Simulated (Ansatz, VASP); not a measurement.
# One calculation of SiGe, two programs

```
Si Ge
1.0
     3.90438    0.00000    0.00000
    -1.95219    3.38129    0.00000
     0.00000    0.00000    5.96965
Si Ge
2 2
Cartesian
  1.9522 1.1271 5.2203
  0.0000 2.2542 2.2354
  1.9522 1.1271 2.9880
  0.0000 2.2542 0.0032
```

Change from the starting cell: strain -0.0750 x Voigt [0, 0, 1, 0, 0, 0], atoms carried along.

Alike in both runs: task single point; functional r2SCAN; k mesh 12 × 12 × 4; occupations gaussian, width 0.05 eV; no spin polarisation.

|  | VASP | Ansatz |
| --- | --- | --- |
| version | VASP 6.6.1 | Ansatz 0.2.0 |
| potentials or method | VASP PAW PBE potentials, release 64 (Si, Ge_d), cutoff 520 eV | scalar-relativistic, plane waves, PAW |
| valence electrons in the cell | 36 | 36 |

|  | VASP | Ansatz | Ansatz less VASP |
| --- | --- | --- | --- |
| gap on the k mesh at the Fermi level (eV) | 0.06 | 0.07 | +0.008 |
| least direct gap on the mesh (eV) | 0.06 | 0.07 | +0.008 |
| pressure (GPa) | 8.9 | 9.0 | +0.04 |
| traceless stress, the component that is largest in VASP (GPa) | 15.80 | 15.79 | -0.006 |
| rms of the force components (eV/Å) | 0.732 | 0.735 | +0.0027 |

VASP's potentials were made for PBE, not for r2SCAN. Atom by atom the forces differ by 0.003 eV/Å (rms over components).
